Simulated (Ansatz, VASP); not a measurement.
# CdTe in VASP and in Ansatz

POSCAR

```
CdTe
1.0
    0.0000000000      3.0355864881      3.0355864881
    3.0355864881      0.0000000000      3.0355864881
    3.0355864881      3.0355864881      0.0000000000
Cd Te
1 1
Direct
    0.0000000000      0.0000000000      0.0000000000
    0.5000000000      0.5000000000      0.5000000000
```

File INCAR.step1:

```
PREC = Accurate ; ENCUT = 520
ISMEAR = -1 ; SIGMA = 0.03
LREAL = False ; LASPH = True
NELM = 100 ; NBANDS = 16
GGA = PE ; ALGO = Normal
EDIFF = 1E-4 ; LWAVE = True
LCHARG = False
```

Contents of INCAR.step2:

```
PREC = Accurate ; ENCUT = 520
EDIFF = 1E-8 ; ISMEAR = -1
SIGMA = 0.03 ; LREAL = False
LASPH = True ; NELM = 100
ALGO = Normal ; ISIF = 2
LWAVE = False ; LCHARG = False
METAGGA = R2SCAN ; LMIXTAU = True
LEFG = True ; NBANDS = 16
ISTART = 1
```

The input KPOINTS:

```
regular mesh
0
Gamma
  10 10 10
```

Input for Ansatz:

```yaml
crystal:
  lattice:
    - [0.0, 3.0355864881, 3.0355864881]
    - [3.0355864881, 0.0, 3.0355864881]
    - [3.0355864881, 3.0355864881, 0.0]
  atoms:
    - { symbol: Cd, position: [0.0, 0.0, 0.0] }
    - { symbol: Te, position: [0.5, 0.5, 0.5] }
kpoints:
  mp_grid: { grid: [10, 10, 10] }
scf:
  occupations: { method: fermi_dirac, width: 0.03 }
hamiltonian:
  xc: r2scan
  pseudopotentials: { kind: paw }
output:
  forces: true
  stress: true
  eigenvalues: true
  efg: { contact_densities: true }
```

Change from the starting cell: volume scaled by 0.97, PAW files.

Alike in both runs: task electric field gradients; functional r2SCAN; k mesh 10 × 10 × 10; occupations fermi-dirac, width 0.03 eV; no spin polarisation.

|  | VASP | Ansatz |
| --- | --- | --- |
| version | VASP 6.6.1 | Ansatz 0.2.0 |
| potentials or method | VASP PAW PBE potentials, release 64 (Cd, Te) | PAW with Ansatz's default frozen-core files, scalar-relativistic |
| plane-wave cutoff (eV) | 520 | 500 |
| valence electrons in the cell | 18 | 36 |

```tsv
	VASP	Ansatz	Ansatz less VASP
pressure (GPa)	0.5	0.3	-0.20
```

VASP's potentials were made for PBE, not for r2SCAN. VASP's potentials hold 18 valence electrons a cell and Ansatz's 36, so a difference there can come from the potentials and not from the codes.

Neither program's run includes spin-orbit coupling.
